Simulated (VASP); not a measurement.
**Pt: single point with PBE**

Crystal: Pt.

```
Pt
1.0
     0.00000    2.02399    2.02399
     2.02399    0.00000    2.02399
     2.02399    2.02399    0.00000
Pt
1
Direct
  0.00000 0.00000 0.00000
```

This cell differs from its parent crystal: volume scaled by 1.06.

```
Program                : VASP 6.6.1
Task                   : single point
Functional             : PBE
Potentials or basis    : VASP PAW PBE potentials, release 64 (Pt)
Cutoff                 : 520 eV
k mesh                 : 18 × 18 × 18
Occupations            : gaussian, width 0.1 eV
Spin                   : no spin polarisation
Dipole correction      : no
Further INCAR settings : ALGO = Normal; EDIFF = 1e-07; NBANDS = 11
```

```
Pressure               : -12.7 GPa
Band gap on the k mesh : zero (band 5 reaches 9.93 eV, above the bottom of band 6 at 8.05 eV)
```

Levels at points of the mesh, in eV from the Fermi level:
```
           k point  band 1  band 2  band 3  band 4  band 5  band 6  band 7  band 8  band 9  band 10
(0.00, 0.00, 0.00)   -9.19   -3.24   -3.24   -3.24   -1.40   -1.40   14.86   19.29   19.29    19.29
(0.50, 0.00, 0.00)   -6.38   -3.29   -3.29   -0.09    0.02    0.02    5.15   14.40   18.31    18.31
(0.50, 0.50, 0.00)   -6.09   -5.69   -0.01    0.40    0.40    1.97    7.90   11.09   11.09    19.01
```

It took 80 s on 1 thread of AMD EPYC 7R13, on a shared host, peak memory 0.14 GiB.

Caveat: spin-orbit coupling is left out, which moves the levels of the heavy elements.
